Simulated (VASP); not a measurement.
HfS4, 10 atoms in the cell. The structure is tetragonal, space group I4_1/amd (No. 141). The conventional cell has a = 7.726 Å, b = 7.726 Å, c = 6.984 Å, α = 90.00°, β = 90.00°, γ = 90.00°. Within 3.2 Å of Hf (site symmetry -4m2) lie 8 S at 2.44 to 2.73 Å. S (site symmetry m) has 2 Hf at 2.44 to 2.73 Å and 8 S at 2.97 to 3.30 Å within 3.4 Å. 

```yaml
Program: VASP 6.6.1
Task: single point
Functional: LDA
Potentials_or_basis: VASP PAW LDA potentials, release 64 (Hf_pv, S)
Cutoff: 520 eV
k_mesh: 4 × 4 × 4
Occupations: fermi-dirac, width 0.1 eV
Spin: no spin polarisation
Dipole_correction: no
Further_INCAR_settings: ALGO = Normal; EDIFF = 1e-06; NBANDS = 45
```

Potentials or basis: VASP PAW LDA potentials, release 64 (Hf_pv, S).

Command:

```bash
$ cat potpaw_LDA.64/Hf_pv/POTCAR potpaw_LDA.64/S/POTCAR > POTCAR
$ mpirun -np 1 vasp_std > vasp.out
```

Hardware: 1 thread of Intel(R) Xeon(R) 6975P-C (Granite Rapids), with other jobs on the host.

Problem. How long does it take, and how much memory?

Solution. Wall time 60 s on 1 thread of Intel(R) Xeon(R) 6975P-C (Granite Rapids), with other jobs on the host, peak memory 0.3 GiB. Counts: scf iterations 13, k points 13.
